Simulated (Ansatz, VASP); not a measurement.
Two plane-wave programs on Zn

```
CELL_PARAMETERS angstrom
-1.56068 1.53007 1.59128
1.56068 -1.53007 1.59128
1.56068 1.53007 -1.59128
ATOMIC_POSITIONS crystal
Zn 0.00000 0.00000 0.00000
```

Change from the starting cell: normal strain along x +0.0200, normal strain along z +0.0400.

Alike in both runs: task single point; functional PBEsol; k mesh 20 × 20 × 20; occupations gaussian, width 0.15 eV; no spin polarisation.

|  | VASP | Ansatz |
| --- | --- | --- |
| version | VASP 6.6.1 | Ansatz 0.2.0 |
| potentials or method | VASP PAW PBE potentials, release 64 (Zn), cutoff 520 eV | scalar-relativistic, plane waves, PAW |
| valence electrons in the cell | 12 | 12 |

Ansatz gave:

| Item | Value |
| --- | --- |
| gap on the k mesh at the Fermi level (eV) | none |
| pressure (GPa) | -4.3 |
| traceless stress, the component that is largest in VASP (GPa) | 0.88 |

Q: Estimate VASP's values.

A: gap on the k mesh at the Fermi level (eV): none; pressure (GPa): -4.0; traceless stress, the component that is largest in VASP (GPa): 0.87.

VASP's potentials were made for PBE, not for PBEsol. A gap of «none» marks a metal or a gap that the smearing closes.
